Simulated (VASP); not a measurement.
Crystal: SiC.

```
Si C
1.0
     3.07600    0.00000    0.00000
    -1.53800    2.66389    0.00000
     0.00000    0.00000    5.04800
Si C
2 2
Direct
  0.66667 0.33333 0.50000
  0.33333 0.66667 0.00000
  0.66667 0.33333 0.88500
  0.33333 0.66667 0.38500
```

Program: VASP 6.6.1. Alike in all runs: task single point; potentials or basis VASP PAW PBE potentials, release 64 (Si, C); no spin polarisation; cell as given; cutoff (eV) 520.

**Question.** Order these runs on this cell by their band gap on the k mesh, lowest first.
A. level HSE06; k mesh 5 × 5 × 3; smearing methfessel-paxton 0.05 eV; share of exact exchange 0.25; screening parameter 0.2079 1/Å
B. level PBE-based screened hybrid with 35 % exact exchange; k mesh 6 × 6 × 3; smearing fermi-dirac 0.05 eV; share of exact exchange 0.35; screening parameter 0.20787 1/Å
C. level PBE-based screened hybrid with 50 % exact exchange; k mesh 6 × 6 × 3; smearing fermi-dirac 0.05 eV; share of exact exchange 0.5; screening parameter 0.20787 1/Å
D. level PBE-based screened hybrid with 25 % exact exchange; k mesh 6 × 6 × 3; smearing fermi-dirac 0.05 eV; share of exact exchange 0.25; screening parameter 0.3 1/Å

**Answer.** D (2.99 eV), B (3.55 eV), A (3.76 eV), C (4.12 eV).

Caveats: some runs use coarse meshes; the cell stands under tension (at least some runs).

A k mesh can miss the band edges, odd and even meshes differently.
